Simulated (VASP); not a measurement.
# AlN (P6_3mc) in VASP: further runs

The runs below take AlN through single point, with PBE.

Everything below comes from runs of VASP 6.6.1. Logs are shortened: lines on timing, memory, paths and dates and some standing lists are left out, and cuts for length are marked.

## 1. The cell of the first run

The structure is hexagonal, space group P6_3mc (No. 186). The conventional cell has a = 3.107 Å, b = 3.107 Å, c = 5.028 Å, α = 90.00°, β = 90.00°, γ = 120.00°. Al (site symmetry 3m) has 4 N at 1.89 to 1.91 Å within 2.5 Å. N (site symmetry 3m) has 4 Al at 1.89 to 1.91 Å within 2.5 Å.

## 2. Single point, PBE (uniaxial z strain +1.0%)

Contents of INCAR:

```
  ALGO = Normal
  EDIFF = 1E-6
  ENCUT = 520
  GGA = PE
  ISIF = 2
  ISMEAR = 0
  LASPH = True
  LCHARG = False
  LREAL = False
  LWAVE = False
  NBANDS = 16
  NELM = 100
  PREC = Accurate
  SIGMA = 0.01
```

Contents of KPOINTS:

```
k-points
0
Gamma
  6 6 4
```

Contents of POSCAR:

```
AlN
1.0
    3.1066937602      0.0000000000      0.0000000000
   -1.5533468801      2.6904757181      0.0000000000
    0.0000000000      0.0000000000      5.0283774674
Al N
2 2
Direct
    0.3333333333      0.6666666667     -0.0024234232
    0.6666666667      0.3333333333      0.4975765768
    0.3333333333      0.6666666667      0.3774234232
    0.6666666667      0.3333333333      0.8774234232
```

Potentials or basis: VASP PAW PBE potentials, release 64 (Al, N).

On the command line:

```
$ cat potpaw_PBE.64/Al/POTCAR potpaw_PBE.64/N/POTCAR > POTCAR
$ mpirun -np 1 vasp_std > vasp.out
```

OUTCAR:

```text
EDIFF = 1E-6
   ENCUT = 520
   GGA = PE
   ISIF = 2
   ISMEAR = 0
   LASPH = True
   LREAL = False
   NELM = 100
   PREC = Accurate

 ion  position               nearest neighbor table
   1  0.333  0.667  0.998-   4 1.89   4 1.89   4 1.89   3 1.91   2 3.09   2 3.09   2 3.09   2 3.09
                             2 3.09   2 3.09
   2  0.667  0.333  0.498-   3 1.89   3 1.89   3 1.89   4 1.91   1 3.09   1 3.09   1 3.09   1 3.09
                             1 3.09   1 3.09
   3  0.333  0.667  0.377-   2 1.89   2 1.89   2 1.89   1 1.91
   4  0.667  0.333  0.877-   1 1.89   1 1.89   1 1.89   2 1.91

  LATTYP: Found a hexagonal cell.
 ALAT       =     3.1066937602
 C/A-ratio  =     1.6185623224

  Lattice vectors:

 A1 = (   3.1066937602,   0.0000000000,   0.0000000000)
 A2 = (  -1.5533468801,   2.6904757181,   0.0000000000)
 A3 = (   0.0000000000,   0.0000000000,   5.0283774674)

Analysis of symmetry for initial positions (statically):
=====================================================================
 Subroutine PRICEL returns:
 Original cell was already a primitive cell.

 Routine SETGRP: Setting up the symmetry group for a
 hexagonal supercell.

 Subroutine GETGRP returns: Found 12 space group operations
 (whereof  6 operations were pure point group operations)
 out of a pool of 24 trial point group operations.

The static configuration has the point symmetry C_3v.
 The point group associated with its full space group is C_6v.

Analysis of symmetry for dynamics (positions and initial velocities):
=====================================================================
 Subroutine PRICEL returns:
 Original cell was already a primitive cell.

 Routine SETGRP: Setting up the symmetry group for a
 hexagonal supercell.

 Subroutine GETGRP returns: Found 12 space group operations
 (whereof  6 operations were pure point group operations)
 out of a pool of 24 trial point group operations.

The dynamic configuration has the point symmetry C_3v.
 The point group associated with its full space group is C_6v.

 Subroutine INISYM returns: Found 12 space group operations
 (whereof  6 operations are pure point group operations),
 and found     1 'primitive' translations

----------------------------------------------------------------------------------------

                                     Primitive cell

  volume of cell :      42.0296

  direct lattice vectors                    reciprocal lattice vectors
     3.106693760  0.000000000  0.000000000     0.321885605  0.185840741  0.000000000
    -1.553346880  2.690475718  0.000000000     0.000000000  0.371681481  0.000000000
     0.000000000  0.000000000  5.028377467     0.000000000  0.000000000  0.198871307

  length of vectors
     3.106693760  3.106693760  5.028377467     0.371681481  0.371681481  0.198871307

  position of ions in fractional coordinates (direct lattice)
     0.333333333  0.666666667  0.997576577
     0.666666667  0.333333333  0.497576577
     0.333333333  0.666666667  0.377423423
     0.666666667  0.333333333  0.877423423

  ion indices of the primitive-cell ions
   primitive index   ion index
                 1           1
                 2           2
                 3           3
                 4           4

----------------------------------------------------------------------------------------

 KPOINTS: k-points

Automatic generation of k-mesh.
 Grid dimensions read from file:
 generate k-points for:    6    6    4

 Generating k-lattice:

  Cartesian coordinates                     Fractional coordinates (reciprocal lattice)
     0.053647601  0.030973457  0.000000000     0.166666667  0.000000000  0.000000000
     0.000000000  0.061946914  0.000000000     0.000000000  0.166666667  0.000000000
     0.000000000  0.000000000  0.049717827     0.000000000  0.000000000  0.250000000

  Length of vectors
     0.061946914  0.061946914  0.049717827

  Shift w.r.t. Gamma in fractional coordinates (k-lattice)
     0.000000000  0.000000000  0.000000000

 Subroutine IBZKPT returns following result:
 ===========================================

 Found     21 irreducible k-points:

 Following reciprocal coordinates:
            Coordinates               Weight
  0.000000  0.000000  0.000000      1.000000
  0.166667  0.000000  0.000000      6.000000
  0.333333  0.000000  0.000000      6.000000
  0.500000  0.000000  0.000000      3.000000
  0.166667  0.166667  0.000000      6.000000
  0.333333  0.166667  0.000000     12.000000
[... 13 lines left out ...]
  0.333333  0.166667  0.500000     12.000000
  0.333333  0.333333  0.500000      2.000000
   k-points           NKPTS =     21   k-points in BZ     NKDIM =     21   number of bands    NBANDS=     16
   number of dos      NEDOS =    301   number of ions     NIONS =      4
   total plane-waves  NPLWV =  23040
   dimension x,y,z NGX =    24 NGY =   24 NGZ =   40
   dimension x,y,z NGXF=    48 NGYF=   48 NGZF=   80
   ions per type =               2   2
   NGX,Y,Z   is equivalent  to a cutoff of  12.84, 12.84, 13.22 a.u.
   NGXF,Y,Z  is equivalent  to a cutoff of  25.69, 25.69, 26.45 a.u.
 SYSTEM =  unknown system
   PREC   = accura    normal or accurate (medium, high low for compatibility)
   ISTART =      0    job   : 0-new  1-cont  2-samecut
   ICHARG =      2    charge: 1-file 2-atom 10-const
   ISPIN  =      1    spin polarized calculation?
   LNONCOLLINEAR =      F non collinear calculations
   LSORBIT =      F    spin-orbit coupling
   LASPH  =      T    aspherical Exc in radial PAW
   ENCUT  =  520.0 eV  38.22 Ry    6.18 a.u.   5.78  5.78  9.35*2*pi/ulx,y,z
   NELM   =    100;   NELMIN=  2; NELMDL= -5     # of ELM steps
   EDIFF  = 0.1E-05   stopping-criterion for ELM
   LREAL  =      F    real-space projection
   EDIFFG = 0.1E-04   stopping-criterion for IOM
   NSW    =      0    number of steps for IOM
   IBRION =     -1    ionic relax: 0-MD 1-quasi-New 2-CG
   NFREE  =      0    steps in history (QN), initial steepest desc. (CG)
   ISIF   =      2    stress and relaxation
   ISYM   =      2    0-nonsym 1-usesym 2-fastsym
   POTIM  = 0.5000    time-step for ionic-motion
   TEBEG  =    0.0;   TEEND  =   0.0 temperature during run
   PSTRESS=    0.0 pullay stress
   NELECT =      16.0000    total number of electrons
   NUPDOWN=      -1.0000    fix difference up-down
   EMIN   =  10.00;   EMAX   =-10.00  energy-range for DOS
   EFERMI =   0.00;   METHOD = LEGACY
   ISMEAR =     0;   SIGMA  =   0.01  broadening in eV -4-tet -1-fermi 0-gaus
   EFERMI_NEDOS =   21; number of points for ismear=-14 and -15
   IALGO  =     38    algorithm
   IMIX   =      4    mixing-type and parameters
     AMIX     =   0.40;   BMIX     =  1.00
     AMIX_MAG =   1.60;   BMIX_MAG =  1.00
  volume/ion in A,a.u.               =      10.51        70.91
  Fermi-wavevector in a.u.,A,eV,Ry     =   1.186487  2.242136 19.153624  1.407752
  Thomas-Fermi vector in A             =   2.322659
   LORBIT       =      0    0 simple, 1 ext, 2 COOP (PROOUT), +10 PAW based schemes
   GGA     = PE    functional components
   LHFCALC =     F    Hartree Fock is set to
   AEXX    =    0.0000 exact exchange contribution
   IVDW    =     0    specifies the selected vdW correction
   LEPSILON=     F    determine dielectric tensor
   LRPA    =     F    only Hartree local field effects (RPA)
 non-spin polarized calculation
 Gauss-broadening in eV      SIGMA  =   0.01
  energy-cutoff  :      520.00
  volume of cell :       42.03
 maximum number of plane-waves:      1152
 NGX is ok and might be reduce to    24
   NGX = 11   NGY = 11   NGZ = 19

 number of electron      15.9999998 magnetization

 Free energy of the ion-electron system (eV)
  ---------------------------------------------------
  ext. energy  EPLUGINS =         0.00000000
  ---------------------------------------------------
  free energy    TOTEN  =       -29.77277489 eV

  energy without entropy =      -29.77277489  energy(sigma->0) =      -29.77277489

 E-fermi :   6.1352     XC(G=0): -10.8836

 val. band max:        6.0298367041   @ k =   0.0000   0.0000   0.0000
 cond. band min:      10.2333203540   @ k =   0.0000   0.0000   0.0000
 fundamental gap:      4.2034836499
 Fermi energy:         6.1351964620

 k-point     1 :       0.0000    0.0000    0.0000
  band No.  band energies     occupation
      1      -9.0555      2.00000
      2      -6.9722      2.00000
      3       0.0888      2.00000
      4       5.2869      2.00000
      5       5.2869      2.00000
      6       5.9062      2.00000
[... 8 lines left out ...]
     15      19.2385      0.00000
     16      19.2385      0.00000

 k-point     2 :       0.1667    0.0000    0.0000
  band No.  band energies     occupation
      1      -8.7084      2.00000
      2      -6.7791      2.00000
      3       0.5070      2.00000
      4       3.8586      2.00000
      5       4.6055      2.00000
      6       4.8970      2.00000
[... 8 lines left out ...]
     15      18.4541      0.00000
     16      18.8937      0.00000

 k-point     3 :       0.3333    0.0000    0.0000
  band No.  band energies     occupation
      1      -7.8134      2.00000
      2      -6.4292      2.00000
      3       1.6003      2.00000
      4       1.6830      2.00000
      5       2.7648      2.00000
      6       4.3089      2.00000
[... 8 lines left out ...]
     15      18.0810      0.00000
     16      20.5053      0.00000

 k-point     4 :       0.5000    0.0000    0.0000
  band No.  band energies     occupation
      1      -7.0924      2.00000
      2      -6.4186      2.00000
      3       0.6615      2.00000
      4       1.9108      2.00000
      5       2.7556      2.00000
      6       4.0633      2.00000
[... 8 lines left out ...]
     15      18.8716      0.00000
     16      21.0696      0.00000
[... 267 lines left out ...]
 k-point    19 :       0.1667    0.1667    0.5000
  band No.  band energies     occupation
      1      -7.3788      2.00000
      2      -7.3788      2.00000
      3       1.9074      2.00000
      4       1.9074      2.00000
      5       4.2699      2.00000
      6       4.2699      2.00000
[... 8 lines left out ...]
     15      19.0071      0.00000
     16      19.0071      0.00000

 k-point    20 :       0.3333    0.1667    0.5000
  band No.  band energies     occupation
      1      -6.7525      2.00000
      2      -6.7525      2.00000
      3       0.9723      2.00000
      4       0.9723      2.00000
      5       3.4962      2.00000
      6       3.4962      2.00000
[... 8 lines left out ...]
     15      19.5132      0.00000
     16      19.5132      0.00000

 k-point    21 :       0.3333    0.3333    0.5000
  band No.  band energies     occupation
      1      -6.5261      2.00000
      2      -6.5261      2.00000
      3       1.3006      2.00000
      4       1.3006      2.00000
      5       2.2551      2.00000
      6       2.2551      2.00000
[... 8 lines left out ...]
     15      19.8882      0.00000
     16      19.8882      0.00000

------------------------ aborting loop because EDIFF is reached ----------------------------------------

  FORCE on cell =-STRESS in cart. coord.  units (eV):
  Direction    XX          YY          ZZ          XY          YZ          ZX
  --------------------------------------------------------------------------------------
  -------------------------------------------------------------------------------------
  Total        0.8917859      0.8917859      0.1331748      0.0000000     -0.0000000      0.0000000
  in kB       33.9950600     33.9950600      5.0766495      0.0000000     -0.0000000      0.0000000
  external PRESSURE =      24.3555898 kB  Pullay stress =       0.0000000 kB

 VOLUME and BASIS-vectors are now :
 -----------------------------------------------------------------------------
  energy-cutoff  :      520.00
  volume of cell :       42.03
      direct lattice vectors                 reciprocal lattice vectors
     3.106693760  0.000000000  0.000000000     0.321885605  0.185840741  0.000000000
    -1.553346880  2.690475718  0.000000000     0.000000000  0.371681481  0.000000000
     0.000000000  0.000000000  5.028377467     0.000000000  0.000000000  0.198871307

 POSITION                                       TOTAL-FORCE (eV/Angst)
 -----------------------------------------------------------------------------------
     -0.00000      1.79365      5.01619         0.000000     -0.000000     -0.001910
      1.55335      0.89683      2.50200        -0.000000      0.000000     -0.001910
     -0.00000      1.79365      1.89783         0.000000      0.000000      0.001910
      1.55335      0.89683      4.41202        -0.000000     -0.000000      0.001910
 -----------------------------------------------------------------------------------
    total drift:                               -0.000000     -0.000000      0.000965

  FREE ENERGIE OF THE ION-ELECTRON SYSTEM (eV)
  ---------------------------------------------------
  free  energy   TOTEN  =       -29.7727748852 eV

  energy  without entropy=      -29.7727748852  energy(sigma->0) =      -29.77277489
```

It took 5.2 s on 1 thread of Intel Xeon 6975P-C (Granite Rapids), shared host; peak memory 0.15 GiB.

What came out:

```
Free energy            : -29.7728 eV
Pressure               : 2.4 GPa
Band gap on the k mesh : 4.20 eV, direct
```

Levels at points of the mesh, in eV from the valence-band top:
```
           k point  band 5  band 6  band 7  band 8  band 9  band 10  band 11  band 12
(0.00, 0.00, 0.00)   -0.74   -0.12   -0.12    0.00    4.20     6.77    10.55    11.27
(0.50, 0.00, 0.00)   -3.27   -1.97   -1.72   -0.62    5.77     5.91     8.20    10.28
(0.00, 0.00, 0.50)   -0.44   -0.44   -0.44   -0.44    6.51     6.51    10.29    10.29
(0.50, 0.00, 0.50)   -1.37   -1.37   -1.34   -1.34    5.31     5.31     9.28     9.28
```

Caveat: the cell differs from its parent crystal (uniaxial z strain +1.0%).

## 3. Single point, PBE (uniaxial z strain +2.0%)

Contents of INCAR:

```
PREC = Accurate
ENCUT = 520
EDIFF = 1E-6
ISMEAR = 0
SIGMA = 0.01
LREAL = F
LASPH = T
NELM = 100
ALGO = Normal
ISIF = 2
LWAVE = F
LCHARG = T
GGA = PE
LELF = T
LVHAR = T
NBANDS = 16
```

Contents of KPOINTS:

```
Automatic mesh
0
Gamma
  6 6 4
```

Contents of POSCAR:

```
AlN
1.0
    3.1066937602      0.0000000000      0.0000000000
   -1.5533468801      2.6904757181      0.0000000000
    0.0000000000      0.0000000000      5.0781633830
Al N
2 2
Direct
    0.3333333333      0.6666666667     -0.0016267570
    0.6666666667      0.3333333333      0.4983732430
    0.3333333333      0.6666666667      0.3766267570
    0.6666666667      0.3333333333      0.8766267570
```

Potentials or basis: VASP PAW PBE potentials, release 64 (Al, N).

On the command line:

```
$ cat potpaw_PBE.64/Al/POTCAR potpaw_PBE.64/N/POTCAR > POTCAR
$ mpirun -np 1 vasp_std > vasp.out
```

It took 5.4 s on 1 thread of Intel Xeon 6975P-C (Granite Rapids), shared host; peak memory 0.15 GiB.

It converged, with:

```
Free energy            : -29.7694 eV
Pressure               : 0.6 GPa
Band gap on the k mesh : 4.16 eV, direct
```

Stress tensor (GPa, compression positive):
```
 2.44  0.00  0.00
 0.00  2.44  0.00
 0.00  0.00 -3.21
```

Levels at points of the mesh, in eV from the valence-band top:
```
           k point  band 4  band 5  band 6  band 7  band 8  band 9  band 10  band 11  band 12  band 13
(0.00, 0.00, 0.00)   -0.63   -0.63   -0.04   -0.04    0.00    4.16     6.83    10.46    11.35    11.35
(0.50, 0.00, 0.00)   -4.07   -3.20   -1.85   -1.67   -0.56    5.74     5.97     8.17    10.25    10.98
(0.00, 0.00, 0.50)   -3.30   -0.34   -0.34   -0.34   -0.34    6.50     6.50    10.22    10.22    11.67
(0.50, 0.00, 0.50)   -5.40   -1.31   -1.31   -1.27   -1.27    5.30     5.30     9.27     9.27    11.69
```

Caveat: the cell differs from its parent crystal (uniaxial z strain +2.0%).

## 4. Single point, PBE (uniaxial z strain +3.0%)

Contents of INCAR:

```
ALGO = Normal
EDIFF = 1E-6
ENCUT = 520
GGA = PE
ISIF = 2
ISMEAR = 0
LASPH = T
LCHARG = T
LELF = T
LREAL = F
LVHAR = T
LWAVE = F
NBANDS = 16
NELM = 100
PREC = Accurate
SIGMA = 0.01
```

Contents of KPOINTS:

```
k-points
0
Gamma
  6 6 4
```

Contents of POSCAR:

```
AlN
1.0
    3.1066937602      0.0000000000      0.0000000000
   -1.5533468801      2.6904757181      0.0000000000
    0.0000000000      0.0000000000      5.1279492985
Al N
2 2
Direct
    0.3333333333      0.6666666667     -0.0010130585
    0.6666666667      0.3333333333      0.4989869415
    0.3333333333      0.6666666667      0.3760130585
    0.6666666667      0.3333333333      0.8760130585
```

On the command line:

```
$ cat potpaw_PBE.64/Al/POTCAR potpaw_PBE.64/N/POTCAR > POTCAR
$ mpirun -np 1 vasp_std > vasp.out
```

Wall time 5.4 s (1 thread of Intel Xeon 6975P-C (Granite Rapids), shared host); peak memory 0.15 GiB.

It converged, with:

| Property | Result |
| --- | --- |
| Free energy | -29.7566 eV |
| Pressure | -1.2 GPa |
| Largest force | 0.015 eV/Å |
| Band gap on the k mesh | 4.07 eV, direct |

Forces in eV/Å, atoms in the order of the input:
```
Al   0.000  0.000  0.015
Al   0.000  0.000  0.015
N    0.000  0.000 -0.015
N    0.000  0.000 -0.015
```

Stress tensor (GPa, compression positive):
```
 1.62  0.00  0.00
 0.00  1.62  0.00
 0.00  0.00 -6.93
```

Levels at points of the mesh, in eV from the valence-band top:
```tsv
k point	band 6	band 7	band 8	band 9	band 10	band 11
(0.00, 0.00, 0.00)	-0.04	0.00	0.00	4.07	6.85	10.33
(0.50, 0.00, 0.00)	-1.78	-1.65	-0.54	5.66	6.00	8.10
(0.00, 0.00, 0.50)	-0.29	-0.29	-0.29	6.46	6.46	10.11
(0.50, 0.00, 0.50)	-1.32	-1.22	-1.22	5.24	5.24	9.22
```

Caveat: the cell differs from its parent crystal (uniaxial z strain +3.0%).

(Part 1 of 2 ends here.)
